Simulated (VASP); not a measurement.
# TbC4 (P6/mmm) in VASP: notebook

Runs on TbC4. Level: PBE. Tasks: single point.

Everything below comes from runs of VASP 6.6.1. Logs are shortened: lines on timing, memory, paths and dates and some standing lists are left out, and cuts for length are marked.

**1. The cell of the first run**

Symmetry: P6/mmm, No. 191, hexagonal system. Conventional cell: a = 2.672 Å, b = 2.672 Å, c = 8.103 Å, α = 90.00°, β = 90.00°, γ = 120.00°. Tb (site symmetry 6/mmm) has 6 Tb at 2.67 Å and 12 C at 2.67 Å within 3.5 Å. C (site symmetry 3m) has 3 C at 1.54 Å within 2.1 Å.

The cell was built from a structure type or drawn by symmetry, and may not be a known phase.

**2. Single point, PBE**

INCAR reads:

```
SYSTEM = TbC4
ALGO = Normal ; EDIFF = 1E-6
ENCUT = 600 ; GGA = PE
GGA_COMPAT = .FALSE. ; ISIF = 2
ISMEAR = 0 ; LASPH = .TRUE.
LCHARG = .FALSE. ; LMAXMIX = 6
LREAL = .FALSE. ; LWAVE = .FALSE.
NBANDS = 20 ; NELM = 200
PREC = Accurate ; SIGMA = 0.1
```

KPOINTS reads:

```
k-points
0
G
  6 6 2
  0 0 0
```

POSCAR reads:

```
TbC4
1.0
    2.6724046001     -0.0000000026      0.0000000000
   -1.3362022978      2.3143702742      0.0000000000
    0.0000000000      0.0000000000      8.1025023752
Tb C
1 4
Direct
    0.0000000000      0.0000000000      0.0000000000
    0.3333333333      0.6666666667      0.7304204432
    0.3333333333      0.6666666667      0.2695780774
    0.6666666667      0.3333333333      0.2695795568
    0.6666666667      0.3333333333      0.7304219226
```

Potentials or basis: VASP PAW PBE potentials, release 64 (Tb_3, C), 4f in core.

Run with:

```bash
$ cat potpaw_PBE.64/Tb_3/POTCAR potpaw_PBE.64/C/POTCAR > POTCAR
$ mpirun -np 1 vasp_std > vasp.out
```

OUTCAR:

```text
SYSTEM = TbC4
   EDIFF = 1E-6
   ENCUT = 600
   GGA = PE
   ISIF = 2
   ISMEAR = 0
   LASPH = .TRUE.
   LREAL = .FALSE.
   NELM = 200
   PREC = Accurate

 ion  position               nearest neighbor table
   1  0.000  0.000  0.000-   3 2.67   5 2.67   5 2.67   3 2.67   5 2.67   3 2.67   4 2.67   2 2.67
                             2 2.67   4 2.67   4 2.67   2 2.67
   2  0.333  0.667  0.730-   5 1.54   5 1.54   5 1.54   1 2.67   1 2.67   1 2.67
   3  0.333  0.667  0.270-   4 1.54   4 1.54   4 1.54   1 2.67   1 2.67   1 2.67
   4  0.667  0.333  0.270-   3 1.54   3 1.54   3 1.54   1 2.67   1 2.67   1 2.67
   5  0.667  0.333  0.730-   2 1.54   2 1.54   2 1.54   1 2.67   1 2.67   1 2.67

  LATTYP: Found a hexagonal cell.
 ALAT       =     2.6724046001
 C/A-ratio  =     3.0319145443

  Lattice vectors:

 A1 = (   2.6724046001,  -0.0000000026,   0.0000000000)
 A2 = (  -1.3362022978,   2.3143702742,   0.0000000000)
 A3 = (   0.0000000000,   0.0000000000,   8.1025023752)

Analysis of symmetry for initial positions (statically):
=====================================================================
 Subroutine PRICEL returns:
 Original cell was already a primitive cell.

 Routine SETGRP: Setting up the symmetry group for a
 hexagonal supercell.

 Subroutine GETGRP returns: Found 24 space group operations
 (whereof 24 operations were pure point group operations)
 out of a pool of 24 trial point group operations.

The static configuration has the point symmetry D_6h.

Analysis of symmetry for dynamics (positions and initial velocities):
=====================================================================
 Subroutine PRICEL returns:
 Original cell was already a primitive cell.

 Routine SETGRP: Setting up the symmetry group for a
 hexagonal supercell.

 Subroutine GETGRP returns: Found 24 space group operations
 (whereof 24 operations were pure point group operations)
 out of a pool of 24 trial point group operations.

The dynamic configuration has the point symmetry D_6h.

 Subroutine INISYM returns: Found 24 space group operations
 (whereof 24 operations are pure point group operations),
 and found     1 'primitive' translations

----------------------------------------------------------------------------------------

                                     Primitive cell

  volume of cell :      50.1134

  direct lattice vectors                    reciprocal lattice vectors
     2.672404600 -0.000000003  0.000000000     0.374194836  0.216041489  0.000000000
    -1.336202298  2.314370274  0.000000000     0.000000000  0.432082978  0.000000000
     0.000000000  0.000000000  8.102502375     0.000000000  0.000000000  0.123418662

  length of vectors
     2.672404600  2.672404600  8.102502375     0.432082978  0.432082978  0.123418662

  position of ions in fractional coordinates (direct lattice)
     0.000000000  0.000000000  0.000000000
     0.333333333  0.666666667  0.730420443
     0.333333333  0.666666667  0.269578077
     0.666666667  0.333333333  0.269579557
     0.666666667  0.333333333  0.730421923

  ion indices of the primitive-cell ions
   primitive index   ion index
                 1           1
                 2           2
                 3           3
                 4           4
                 5           5

----------------------------------------------------------------------------------------

 KPOINTS: k-points

Automatic generation of k-mesh.
 Grid dimensions read from file:
 generate k-points for:    6    6    2

 Generating k-lattice:

  Cartesian coordinates                     Fractional coordinates (reciprocal lattice)
     0.062365806  0.036006915  0.000000000     0.166666667  0.000000000  0.000000000
     0.000000000  0.072013830  0.000000000    -0.000000000  0.166666667  0.000000000
     0.000000000  0.000000000  0.061709331     0.000000000  0.000000000  0.500000000

  Length of vectors
     0.072013830  0.072013830  0.061709331

  Shift w.r.t. Gamma in fractional coordinates (k-lattice)
     0.000000000  0.000000000  0.000000000

 Subroutine IBZKPT returns following result:
 ===========================================

 Found     14 irreducible k-points:

 Following reciprocal coordinates:
            Coordinates               Weight
  0.000000  0.000000  0.000000      1.000000
  0.166667  0.000000  0.000000      6.000000
  0.333333  0.000000  0.000000      6.000000
  0.500000  0.000000  0.000000      3.000000
  0.166667  0.166667  0.000000      6.000000
  0.333333  0.166667  0.000000     12.000000
  0.333333  0.333333  0.000000      2.000000
  0.000000  0.000000  0.500000      1.000000
  0.166667  0.000000  0.500000      6.000000
  0.333333  0.000000  0.500000      6.000000
  0.500000  0.000000  0.500000      3.000000
  0.166667  0.166667  0.500000      6.000000
  0.333333  0.166667  0.500000     12.000000
  0.333333  0.333333  0.500000      2.000000
   k-points           NKPTS =     14   k-points in BZ     NKDIM =     14   number of bands    NBANDS=     20
   number of dos      NEDOS =    301   number of ions     NIONS =      5
   total plane-waves  NPLWV =  40320
   dimension x,y,z NGX =    24 NGY =   24 NGZ =   70
   dimension x,y,z NGXF=    48 NGYF=   48 NGZF=  140
   ions per type =               1   4
   NGX,Y,Z   is equivalent  to a cutoff of  14.93, 14.93, 14.36 a.u.
   NGXF,Y,Z  is equivalent  to a cutoff of  29.86, 29.86, 28.72 a.u.
 SYSTEM =  TbC4
   PREC   = accura    normal or accurate (medium, high low for compatibility)
   ISTART =      0    job   : 0-new  1-cont  2-samecut
   ICHARG =      2    charge: 1-file 2-atom 10-const
   ISPIN  =      1    spin polarized calculation?
   LNONCOLLINEAR =      F non collinear calculations
   LSORBIT =      F    spin-orbit coupling
   LASPH  =      T    aspherical Exc in radial PAW
   ENCUT  =  600.0 eV  44.10 Ry    6.64 a.u.   5.34  5.34 16.18*2*pi/ulx,y,z
   NELM   =    200;   NELMIN=  2; NELMDL= -5     # of ELM steps
   EDIFF  = 0.1E-05   stopping-criterion for ELM
   LREAL  =      F    real-space projection
   EDIFFG = 0.1E-04   stopping-criterion for IOM
   NSW    =      0    number of steps for IOM
   IBRION =     -1    ionic relax: 0-MD 1-quasi-New 2-CG
   NFREE  =      0    steps in history (QN), initial steepest desc. (CG)
   ISIF   =      2    stress and relaxation
   ISYM   =      2    0-nonsym 1-usesym 2-fastsym
   POTIM  = 0.5000    time-step for ionic-motion
   TEBEG  =    0.0;   TEEND  =   0.0 temperature during run
   PSTRESS=    0.0 pullay stress
   NELECT =      25.0000    total number of electrons
   NUPDOWN=      -1.0000    fix difference up-down
   EMIN   =  10.00;   EMAX   =-10.00  energy-range for DOS
   EFERMI =   0.00;   METHOD = LEGACY
   ISMEAR =     0;   SIGMA  =   0.10  broadening in eV -4-tet -1-fermi 0-gaus
   EFERMI_NEDOS =   21; number of points for ismear=-14 and -15
   IALGO  =     38    algorithm
   IMIX   =      4    mixing-type and parameters
     AMIX     =   0.40;   BMIX     =  1.00
     AMIX_MAG =   1.60;   BMIX_MAG =  1.00
  volume/ion in A,a.u.               =      10.02        67.64
  Fermi-wavevector in a.u.,A,eV,Ry     =   1.298385  2.453592 22.936744  1.685803
  Thomas-Fermi vector in A             =   2.429717
   LORBIT       =      0    0 simple, 1 ext, 2 COOP (PROOUT), +10 PAW based schemes
   GGA     = PE    functional components
   LHFCALC =     F    Hartree Fock is set to
   AEXX    =    0.0000 exact exchange contribution
   IVDW    =     0    specifies the selected vdW correction
   LEPSILON=     F    determine dielectric tensor
   LRPA    =     F    only Hartree local field effects (RPA)
 non-spin polarized calculation
 Gauss-broadening in eV      SIGMA  =   0.10
  energy-cutoff  :      600.00
  volume of cell :       50.11
 maximum number of plane-waves:      1725
 NGX is ok and might be reduce to    24
   NGX = 11   NGY = 11   NGZ = 33

 number of electron      25.0000000 magnetization

 Free energy of the ion-electron system (eV)
  ---------------------------------------------------
  ext. energy  EPLUGINS =         0.00000000
  ---------------------------------------------------
  free energy    TOTEN  =       -38.27104892 eV

  energy without entropy =      -38.26865549  energy(sigma->0) =      -38.26985221

 E-fermi :   6.7789     XC(G=0): -11.3912

 val. band max:        6.7448177067   @ k =   0.5000   0.0000   0.0000
 cond. band min:       6.9944139544   @ k =   0.5000   0.0000   0.5000
 fundamental gap:      0.2495962477
 Fermi energy:         6.7788508227

 k-point     1 :       0.0000    0.0000    0.0000
  band No.  band energies     occupation
      1     -17.2828      2.00000
      2     -13.1970      2.00000
      3     -13.1970      2.00000
      4     -12.6804      2.00000
      5     -11.5417      2.00000
      6      -1.8291      2.00000
[... 12 lines left out ...]
     19      11.9848      0.00000
     20      12.0007      0.00000

 k-point     2 :       0.1667    0.0000    0.0000
  band No.  band energies     occupation
      1     -16.9075      2.00000
      2     -14.9428      2.00000
      3     -13.5541      2.00000
      4     -12.0106      2.00000
      5     -11.1175      2.00000
      6      -1.0568      2.00000
[... 12 lines left out ...]
     19      12.8236      0.00000
     20      12.9242      0.00000

 k-point     3 :       0.3333    0.0000    0.0000
  band No.  band energies     occupation
      1     -17.5925      2.00000
      2     -16.0516      2.00000
      3     -14.1980      2.00000
      4     -10.3092      2.00000
      5      -9.8888      2.00000
      6      -3.8091      2.00000
[... 12 lines left out ...]
     19      13.3415      0.00000
     20      13.8318      0.00000

 k-point     4 :       0.5000    0.0000    0.0000
  band No.  band energies     occupation
      1     -18.7226      2.00000
      2     -15.5532      2.00000
      3     -14.4915      2.00000
      4      -8.4833      2.00000
      5      -8.1200      2.00000
      6      -6.8276      2.00000
[... 12 lines left out ...]
     19      14.3163      0.00000
     20      16.7396      0.00000

 k-point     5 :       0.1667    0.1667    0.0000
  band No.  band energies     occupation
      1     -16.7189      2.00000
      2     -16.2849      2.00000
      3     -14.4563      2.00000
      4     -10.8591      2.00000
      5     -10.2850      2.00000
      6      -2.2824      2.00000
[... 12 lines left out ...]
     19      13.6675      0.00000
     20      13.7022      0.00000

 k-point     6 :       0.3333    0.1667    0.0000
  band No.  band energies     occupation
      1     -18.1431      2.00000
      2     -15.5735      2.00000
      3     -15.4579      2.00000
      4      -8.7015      2.00000
      5      -8.6937      2.00000
      6      -5.3649      2.00000
[... 12 lines left out ...]
     19      13.2623      0.00000
     20      13.9489      0.00000

 k-point     7 :       0.3333    0.3333    0.0000
  band No.  band energies     occupation
      1     -17.3179      2.00000
      2     -17.3179      2.00000
      3     -15.3317      2.00000
      4      -6.8754      2.00000
      5      -6.8754      2.00000
      6      -6.5908      2.00000
[... 12 lines left out ...]
     19      16.5408      0.00000
     20      16.5614      0.00000
[... 47 lines left out ...]
 k-point    10 :       0.3333    0.0000    0.5000
  band No.  band energies     occupation
      1     -17.5925      2.00000
      2     -16.0521      2.00000
      3     -14.1980      2.00000
      4     -10.2631      2.00000
      5      -9.9383      2.00000
      6      -3.8375      2.00000
[... 12 lines left out ...]
     19      13.5758      0.00000
     20      15.4136      0.00000

 k-point    11 :       0.5000    0.0000    0.5000
  band No.  band energies     occupation
      1     -18.7225      2.00000
      2     -15.5533      2.00000
      3     -14.4915      2.00000
      4      -8.5178      2.00000
      5      -8.0787      2.00000
      6      -6.7934      2.00000
[... 12 lines left out ...]
     19      14.5351      0.00000
     20      16.8614      0.00000

 k-point    12 :       0.1667    0.1667    0.5000
  band No.  band energies     occupation
      1     -16.7189      2.00000
      2     -16.2856      2.00000
      3     -14.4563      2.00000
      4     -10.8115      2.00000
      5     -10.3386      2.00000
      6      -2.3034      2.00000
[... 12 lines left out ...]
     19      13.6668      0.00000
     20      13.7316      0.00000

 k-point    13 :       0.3333    0.1667    0.5000
  band No.  band energies     occupation
      1     -18.1431      2.00000
      2     -15.5736      2.00000
      3     -15.4578      2.00000
      4      -8.7335      2.00000
      5      -8.6594      2.00000
      6      -5.3929      2.00000
[... 12 lines left out ...]
     19      13.4130      0.00000
     20      14.2556      0.00000

 k-point    14 :       0.3333    0.3333    0.5000
  band No.  band energies     occupation
      1     -17.3179      2.00000
      2     -17.3179      2.00000
      3     -15.3317      2.00000
      4      -6.9067      2.00000
      5      -6.9067      2.00000
      6      -6.5551      2.00000
[... 12 lines left out ...]
     19      15.7629      0.00000
     20      16.3605      0.00000

------------------------ aborting loop because EDIFF is reached ----------------------------------------

  FORCE on cell =-STRESS in cart. coord.  units (eV):
  Direction    XX          YY          ZZ          XY          YZ          ZX
  --------------------------------------------------------------------------------------
  -------------------------------------------------------------------------------------
  Total        0.4598189      0.4598189     -0.0507996     -0.0000000      0.0000000      0.0000000
  in kB       14.7008757     14.7008757     -1.6241143     -0.0000000      0.0000000      0.0000000
  external PRESSURE =       9.2592124 kB  Pullay stress =       0.0000000 kB

 VOLUME and BASIS-vectors are now :
 -----------------------------------------------------------------------------
  energy-cutoff  :      600.00
  volume of cell :       50.11
      direct lattice vectors                 reciprocal lattice vectors
     2.672404600 -0.000000003  0.000000000     0.374194836  0.216041489  0.000000000
    -1.336202298  2.314370274  0.000000000     0.000000000  0.432082978  0.000000000
     0.000000000  0.000000000  8.102502375     0.000000000  0.000000000  0.123418662

 POSITION                                       TOTAL-FORCE (eV/Angst)
 -----------------------------------------------------------------------------------
      0.00000      0.00000      0.00000        -0.000000     -0.000000      0.000000
      0.00000      1.54291      5.91823        -0.000000      0.000000      0.005043
      0.00000      1.54291      2.18426        -0.000000      0.000000     -0.005043
      1.33620      0.77146      2.18427         0.000000     -0.000000     -0.005043
      1.33620      0.77146      5.91825         0.000000     -0.000000      0.005043
 -----------------------------------------------------------------------------------
    total drift:                                0.000000     -0.000000     -0.000000

  FREE ENERGIE OF THE ION-ELECTRON SYSTEM (eV)
  ---------------------------------------------------
  free  energy   TOTEN  =       -38.2710489203 eV

  energy  without entropy=      -38.2686554902  energy(sigma->0) =      -38.26985221
```

It took 16 s on 1 thread of Intel Xeon Platinum 8488C (Sapphire Rapids), shared host; peak memory 0.2 GiB.

Results:

```yaml
Free_energy: -38.2710 eV
Pressure: 0.9 GPa
Largest_force: 0.005 eV/Å
Band_gap_on_the_k_mesh: zero (an odd number of electrons rules out a gap without spin polarisation)
```

Forces on the atoms (eV/Å):
```
Tb   0.000  0.000  0.000
C    0.000  0.000  0.005
C    0.000  0.000 -0.005
C    0.000  0.000 -0.005
C    0.000  0.000  0.005
```

Stress tensor (GPa, compression positive):
```
 1.47  0.00  0.00
 0.00  1.47  0.00
 0.00  0.00 -0.16
```

Caveat: the k points lie up to 0.45 Å⁻¹ apart, too coarse for converged energies and pressures of a metal; spin-orbit coupling is left out, which moves the levels of the heavy elements; this functional lacks dispersion, which binds the layers, so the pressure and a relaxed spacing across them are unreliable; the 4f electrons are frozen in the core, so they carry no moment and show no levels.

(Part 1 of 2 ends here.)
